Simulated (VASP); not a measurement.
# PtS2 in VASP: a series of runs

The runs below take PtS2 through single point, with LDA.

Everything below comes from runs of VASP 6.6.1. Logs are shortened: lines on timing, memory, paths and dates and some standing lists are left out, and cuts for length are marked.

## 1. The cell of the first run

The cell holds a sheet with vacuum, 3 atoms: a = 3.560 Å, b = 3.560 Å, c = 16.460 Å, α = 90.00°, β = 90.00°, γ = 120.00°.

## 2. Single point, LDA

INCAR reads:

```
SYSTEM = PtS2
PREC = Accurate ; ENCUT = 400
EDIFF = 1E-6 ; ISMEAR = 0
SIGMA = 0.03 ; LREAL = .False.
LASPH = .True. ; NELM = 120
ALGO = Normal ; ISIF = 2
LWAVE = .False. ; LCHARG = .False.
LDIPOL = .True. ; IDIPOL = 3
DIPOL = 0.5 0.5 0.500 ; GGA = CA
NBANDS = 18 ; GGA_COMPAT = .False.
NELMDL = -8
```

KPOINTS reads:

```
regular mesh
0
Gamma
  12 12 1
  0 0 0
```

POSCAR reads:

```
PtS2
1.0
    3.5600000000      0.0000000000      0.0000000000
   -1.7800000000      3.0830504375      0.0000000000
    0.0000000000      0.0000000000     16.4600000000
S Pt
2 1
Direct
    0.3333330000      0.6666670000      0.4252733900
    0.6666670000      0.3333330000      0.5747266100
    0.0000000000      0.0000000000      0.5000000000
```

Potentials or basis: VASP PAW LDA potentials, release 64 (S, Pt).

Launch:

```console
> cat potpaw_LDA.64/S/POTCAR potpaw_LDA.64/Pt/POTCAR > POTCAR
> mpirun -np 1 vasp_std > vasp.out
```

OUTCAR:

```text
SYSTEM = PtS2
   PREC = Accurate
   ENCUT = 400
   EDIFF = 1E-6
   ISMEAR = 0
   LREAL = .False.
   LASPH = .True.
   NELM = 120
   ISIF = 2
   GGA = CA
   NELMDL = -8

 ion  position               nearest neighbor table
   1  0.333  0.667  0.425-   3 2.40   3 2.40   3 2.40
   2  0.667  0.333  0.575-   3 2.40   3 2.40   3 2.40
   3  0.000  0.000  0.500-   1 2.40   2 2.40   2 2.40   1 2.40   2 2.40   1 2.40

  LATTYP: Found a hexagonal cell.
 ALAT       =     3.5600000000
 C/A-ratio  =     4.6235955056

  Lattice vectors:

 A1 = (   3.5600000000,   0.0000000000,   0.0000000000)
 A2 = (  -1.7800000000,   3.0830504375,   0.0000000000)
 A3 = (   0.0000000000,   0.0000000000,  16.4600000000)

Analysis of symmetry for initial positions (statically):
=====================================================================
 Subroutine PRICEL returns:
 Original cell was already a primitive cell.

 Routine SETGRP: Setting up the symmetry group for a
 hexagonal supercell.

 Subroutine GETGRP returns: Found 12 space group operations
 (whereof 12 operations were pure point group operations)
 out of a pool of 24 trial point group operations.

The static configuration has the point symmetry D_3d.

Analysis of symmetry for dynamics (positions and initial velocities):
=====================================================================
 Subroutine PRICEL returns:
 Original cell was already a primitive cell.

 Routine SETGRP: Setting up the symmetry group for a
 hexagonal supercell.

 Subroutine GETGRP returns: Found 12 space group operations
 (whereof 12 operations were pure point group operations)
 out of a pool of 24 trial point group operations.

The dynamic configuration has the point symmetry D_3d.

 Subroutine INISYM returns: Found 12 space group operations
 (whereof 12 operations are pure point group operations),
 and found     1 'primitive' translations

----------------------------------------------------------------------------------------

                                     Primitive cell

  volume of cell :     180.6594

  direct lattice vectors                    reciprocal lattice vectors
     3.560000000  0.000000000  0.000000000     0.280898876  0.162177042  0.000000000
    -1.780000000  3.083050437  0.000000000     0.000000000  0.324354084  0.000000000
     0.000000000  0.000000000 16.460000000     0.000000000  0.000000000  0.060753341

  length of vectors
     3.560000000  3.560000000 16.460000000     0.324354084  0.324354084  0.060753341
[... 83 lines left out ...]
   ISIF   =      2    stress and relaxation
   ISYM   =      2    0-nonsym 1-usesym 2-fastsym
   POTIM  = 0.5000    time-step for ionic-motion
   TEBEG  =    0.0;   TEEND  =   0.0 temperature during run
   PSTRESS=    0.0 pullay stress
   NELECT =      22.0000    total number of electrons
   NUPDOWN=      -1.0000    fix difference up-down
   EMIN   =  10.00;   EMAX   =-10.00  energy-range for DOS
   EFERMI =   0.00;   METHOD = LEGACY
   ISMEAR =     0;   SIGMA  =   0.03  broadening in eV -4-tet -1-fermi 0-gaus
   EFERMI_NEDOS =   21; number of points for ismear=-14 and -15
   IALGO  =     38    algorithm
   IMIX   =      4    mixing-type and parameters
     AMIX     =   0.40;   BMIX     =  1.00
     AMIX_MAG =   1.60;   BMIX_MAG =  1.00
  volume/ion in A,a.u.               =      60.22       406.38
  Fermi-wavevector in a.u.,A,eV,Ry     =   0.811451  1.533420  8.958791  0.658453
  Thomas-Fermi vector in A             =   1.920813
   LORBIT       =      0    0 simple, 1 ext, 2 COOP (PROOUT), +10 PAW based schemes
   GGA     = CA    functional components
   LHFCALC =     F    Hartree Fock is set to
   AEXX    =    0.0000 exact exchange contribution
   IVDW    =     0    specifies the selected vdW correction
   LEPSILON=     F    determine dielectric tensor
   LRPA    =     F    only Hartree local field effects (RPA)
 non-spin polarized calculation
 Gauss-broadening in eV      SIGMA  =   0.03
  energy-cutoff  :      400.00
  volume of cell :      180.66
 maximum number of plane-waves:      3302
 NGX is ok and might be reduce to    24
   NGX = 11   NGY = 11   NGZ = 53

 dipolmoment           0.000000      0.000000     -0.000000 electrons x Angstroem

 number of electron      21.9999994 magnetization

 dipolmoment           0.000000      0.000000      0.000000 electrons x Angstroem

 Free energy of the ion-electron system (eV)
  ---------------------------------------------------
  ext. energy  EPLUGINS =         0.00000000
  ---------------------------------------------------
  free energy    TOTEN  =       -17.94903338 eV

  energy without entropy =      -17.94903338  energy(sigma->0) =      -17.94903338

 E-fermi :  -2.6276     XC(G=0):  -4.0562

 val. band max:       -2.8111790614   @ k =   0.1667   0.1667   0.0000
 cond. band min:      -1.1086748134   @ k =   0.2500   0.0000   0.0000
 fundamental gap:      1.7025042480
 Fermi energy:        -2.6276040543

 k-point     1 :       0.0000    0.0000    0.0000
  band No.  band energies     occupation
      1     -16.7996      2.00000
      2     -14.5364      2.00000
      3      -8.4217      2.00000
      4      -8.4217      2.00000
      5      -8.0397      2.00000
      6      -5.7151      2.00000
[... 376 lines left out ...]
      5      -8.0112      2.00000
      6      -6.2803      2.00000
[... 10 lines left out ...]
     17       6.4607      0.00000
     18       6.5609      0.00000

------------------------ aborting loop because EDIFF is reached ----------------------------------------

 vacuum level on the upper side and lower side of the slab       (xc-potential included)        -0.173        -0.173

  FORCE on cell =-STRESS in cart. coord.  units (eV):
  Direction    XX          YY          ZZ          XY          YZ          ZX
  --------------------------------------------------------------------------------------
  -------------------------------------------------------------------------------------
  Total       -2.2337131     -2.2337131     -1.4575228      0.0000000     -0.0000000     -0.0000000
  in kB      -19.8096824    -19.8096824    -12.9260393      0.0000000     -0.0000000     -0.0000000
  external PRESSURE =     -17.5151347 kB  Pullay stress =       0.0000000 kB

 VOLUME and BASIS-vectors are now :
 -----------------------------------------------------------------------------
  energy-cutoff  :      400.00
  volume of cell :      180.66
      direct lattice vectors                 reciprocal lattice vectors
     3.560000000  0.000000000  0.000000000     0.280898876  0.162177042  0.000000000
    -1.780000000  3.083050437  0.000000000     0.000000000  0.324354084  0.000000000
     0.000000000  0.000000000 16.460000000     0.000000000  0.000000000  0.060753341

 POSITION                                       TOTAL-FORCE (eV/Angst)
 -----------------------------------------------------------------------------------
     -0.00000      2.05537      7.00000        -0.000000     -0.000000      0.579804
      1.78000      1.02768      9.46000         0.000000      0.000000     -0.579804
      0.00000      0.00000      8.23000         0.000000      0.000000      0.000000
 -----------------------------------------------------------------------------------
    total drift:                                0.000000      0.000000      0.000000

  FREE ENERGIE OF THE ION-ELECTRON SYSTEM (eV)
  ---------------------------------------------------
  free  energy   TOTEN  =       -17.9490333757 eV

  energy  without entropy=      -17.9490333757  energy(sigma->0) =      -17.94903338

 vacuum level on the upper side and lower side of the slab         3.598         3.598
```

stdout:

```text
POSCAR found type information on POSCAR S Pt
 POSCAR found :  2 types and       3 ions
 scaLAPACK will be used
 LDA part: xc-table for (Slater(with rela. corr.)+CA(PZ))
 , standard interpolation
 POSCAR, INCAR and KPOINTS ok, starting setup
 FFT: planning ... GRIDC
 FFT: planning ... GRID_SOFT
 FFT: planning ... GRID
 WAVECAR not read
 entering main loop
```

Wall time 21 s (1 thread of Intel Xeon 6975P-C (Granite Rapids), shared host); peak memory 0.2 GiB.

What came out:

* Free energy: -17.9490 eV
* Largest force: 0.580 eV/Å
* Band gap on the k mesh: 1.70 eV (least direct gap 1.86 eV)

Forces in eV/Å, atoms in the order of the input:
```
S    0.000  0.000  0.580
S    0.000  0.000 -0.580
Pt   0.000  0.000  0.000
```

Caveat: spin-orbit coupling is left out, which moves the levels of the heavy elements.

## 3. Single point, LDA

This run uses another cell than the first one.

INCAR reads:

```
ALGO = Normal ; DIPOL = 0.5 0.5 0.287
EDIFF = 1E-6 ; ENCUT = 400
GGA = CA ; GGA_COMPAT = False
IDIPOL = 3 ; ISIF = 2
ISMEAR = 0 ; LASPH = True
LCHARG = False ; LDIPOL = True
LREAL = False ; LWAVE = False
NBANDS = 18 ; NELM = 120
NELMDL = -8 ; PREC = Accurate
SIGMA = 0.03
```

KPOINTS reads:

```
k-points
0
Gamma
  12 12 1
```

POSCAR reads:

```
PtS2
1.0
    3.5131120369      0.0000000000      0.0000000000
   -1.7565560184      3.0424442703      0.0000000000
    0.0000000000      0.0000000000     28.7200000024
S Pt
2 1
Direct
    0.3333333333      0.6666666667      0.2443480923
    0.6666666667      0.3333333333      0.3287716848
    0.0000000000      0.0000000000      0.2865598886
```

Potentials or basis: VASP PAW LDA potentials, release 64 (S, Pt).

Launch:

```console
> cat potpaw_LDA.64/S/POTCAR potpaw_LDA.64/Pt/POTCAR > POTCAR
> mpirun -np 1 vasp_std > vasp.out
```

It took 36 s on 1 thread of Intel Xeon 6975P-C (Granite Rapids), shared host; peak memory 0.28 GiB.

It converged, with:

* Free energy: -17.9892 eV
* Band gap on the k mesh: 1.77 eV (least direct gap 1.94 eV)

Levels at points of the mesh, in eV from the valence-band top:
```tsv
k point	band 8	band 9	band 10	band 11	band 12	band 13	band 14	band 15
(0.00, 0.00, 0.00)	-0.80	-0.78	-0.27	-0.27	3.38	3.38	5.51	5.71
(0.50, 0.00, 0.00)	-2.26	-2.12	-1.77	-1.48	2.96	3.13	5.51	6.58
```

Caveat: spin-orbit coupling is left out, which moves the levels of the heavy elements.
